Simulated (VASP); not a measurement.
Lu: relaxation of cell and atoms with LDA

Crystal: Lu.

```
CELL_PARAMETERS angstrom
3.19000 0.00000 0.00000
0.00000 3.19000 0.00000
0.00000 0.00000 3.19000
ATOMIC_POSITIONS crystal
Lu 0.00000 0.00000 0.00000
```

* Program: VASP 6.6.1
* Task: relaxation of cell and atoms
* Functional: LDA
* Potentials or basis: VASP PAW PBE potentials, release 64 (Lu)
* Cutoff: 600 eV
* k mesh: 6 × 6 × 6
* Occupations: gaussian, width 0.05 eV
* Spin: no spin polarisation
* Target pressure: 20 GPa
* Dipole correction: no
* Further INCAR settings: ALGO = Normal; EDIFF = 1e-06; IBRION = 2; EDIFFG = -0.01; NSW = 80; ISIF = 3

| Quantity | Value |
| --- | --- |
| Relaxed volume | 20.89 Å³/atom |
| Relaxed cell | a = 2.754 Å, b = 2.754 Å, c = 2.754 Å, α = 90.00°, β = 90.00°, γ = 90.00° |
| Space group after relaxing (to 0.05 Å) | Pm-3m (No. 221) |
| Energy change on relaxing (the enthalpy is what falls) | +245.4 meV/atom |
| Ionic steps | 6 |
| Pressure after relaxing | 20.0 GPa |

Step by step:
```csv
step,energy change (eV),largest force (eV/Å),pressure (GPa),volume (Å³)
1,0.0000,0.0000,-2.64,32.46
2,1.6711,0.0000,72.87,15.33
3,0.2385,0.0000,19.75,20.94
4,0.2634,0.0000,20.78,20.74
5,0.2283,0.0000,19.31,21.03
6,0.2454,0.0000,19.99,20.89
```

Final structure:
```cif
data_structure
_symmetry_space_group_name_H-M 'P 1'
_symmetry_Int_Tables_number 1
_cell_length_a 2.7539
_cell_length_b 2.7539
_cell_length_c 2.7539
_cell_angle_alpha 90.000
_cell_angle_beta 90.000
_cell_angle_gamma 90.000
_cell_volume 20.89
loop_
_atom_site_label
_atom_site_type_symbol
_atom_site_fract_x
_atom_site_fract_y
_atom_site_fract_z
_atom_site_occupancy
Lu1 Lu 0.00000 0.00000 0.00000 1
```

Levels at points of the mesh, in eV from the Fermi level:
```tsv
k point	band 10	band 11	band 12	band 13	band 14	band 15	band 16
(0.00, 0.00, 0.00)	-4.90	-4.90	-4.82	-1.25	-1.25	9.20	9.20
(0.50, 0.00, 0.00)	-4.77	-4.77	-2.55	-0.01	0.96	4.28	4.28
(0.50, 0.50, 0.00)	-4.79	-4.76	-3.48	0.28	5.37	5.37	6.40
(0.50, 0.50, 0.50)	-4.82	-4.82	-1.44	-1.44	-1.44	6.99	12.79
```

Run time: 66 s on 1 thread of Intel Xeon 6975P-C (shared host), peak memory 0.18 GiB.

Caveat: the cell is relaxed towards a set pressure, so the enthalpy falls and the energy may rise; the volume moved by over 15 % at a fixed basis, so the end points are rough; the PAW data sets were made with another functional, which shifts forces and pressure a little; spin-orbit coupling is left out, which moves the levels of the heavy elements.
